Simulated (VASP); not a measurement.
## Cl: single point with PBEsol

Crystal: Cl.

```
CELL_PARAMETERS angstrom
3.30894 0.00000 0.00000
-1.65447 2.86562 0.00000
0.00000 0.00000 3.90421
ATOMIC_POSITIONS crystal
Cl 0.33333 0.66667 0.25000
Cl 0.66667 0.33333 0.75000
```

| Property | Result |
| --- | --- |
| Program | VASP 6.6.1 |
| Task | single point |
| Functional | PBEsol |
| Potentials or basis | VASP PAW PBE potentials, release 64 (Cl) |
| Cutoff | 520 eV |
| k mesh | 15 × 15 × 8 |
| Occupations | fermi-dirac, width 0.08 eV |
| Spin | no spin polarisation |

```
Pressure               : 4.7 GPa
Band gap on the k mesh : zero (bands 7 and 8 overlap by 2.16 eV)
```

Levels at points of the mesh, in eV from the Fermi level:
```tsv
k point	band 5	band 6	band 7	band 8	band 9	band 10
(0.00, 0.00, 0.00)	-2.15	-0.07	-0.07	1.37	6.78	9.21
(0.00, 0.00, 0.50)	-1.12	-1.12	-1.12	-1.12	10.14	10.14
```

It took 23 s on 1 thread of AMD EPYC 9R45 96-Core Processor (Zen 5), with other jobs on the host, peak memory 0.15 GiB.

Caveat: the cell stands under pressure; the PAW data sets were made with another functional, which shifts forces and pressure a little.
